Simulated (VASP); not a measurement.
Crystal: Sn.

```
CELL_PARAMETERS angstrom
3.06174 0.00000 0.00000
0.00000 3.06174 0.00000
0.00000 0.00000 3.06174
ATOMIC_POSITIONS crystal
Sn 0.00000 0.00000 0.00000
```

| Item | Value |
| --- | --- |
| Program | VASP 6.6.1 |
| Task | relaxation of cell and atoms |
| Functional | PBEsol |
| Potentials or basis | VASP PAW PBE potentials, release 64 (Sn_d) |
| Cutoff | 600 eV |
| k mesh | 14 × 14 × 14 |
| Occupations | gaussian, width 0.1 eV |
| Spin | no spin polarisation |

At the start: pressure -1.5 GPa; volume 28.70 Å³/atom.

Task: How do energy, volume and symmetry change on relaxing?

Result: Over 3 steps the energy falls by 4.0 meV/atom and the volume is 27.87 Å³/atom (-2.9 %); space group Pm-3m (No. 221, to 0.05 Å).

The path:
| step | energy change (eV) | largest force (eV/Å) | pressure (GPa) | volume (Å³) |
| --- | --- | --- | --- | --- |
| 1 | 0.0000 | 0.0000 | -1.50 | 28.70 |
| 2 | -0.0036 | 0.0000 | 0.54 | 27.60 |
| 3 | -0.0040 | 0.0000 | 0.01 | 27.87 |

Final structure:
```xyz
1
Lattice="3.0318 0.0000 0.0000 0.0000 3.0318 0.0000 0.0000 0.0000 3.0318" Properties=species:S:1:pos:R:3 pbc="T T T"
Sn    0.0000    0.0000    0.0000
```

Caveat: the PAW data sets were made with another functional, which shifts forces and pressure a little.
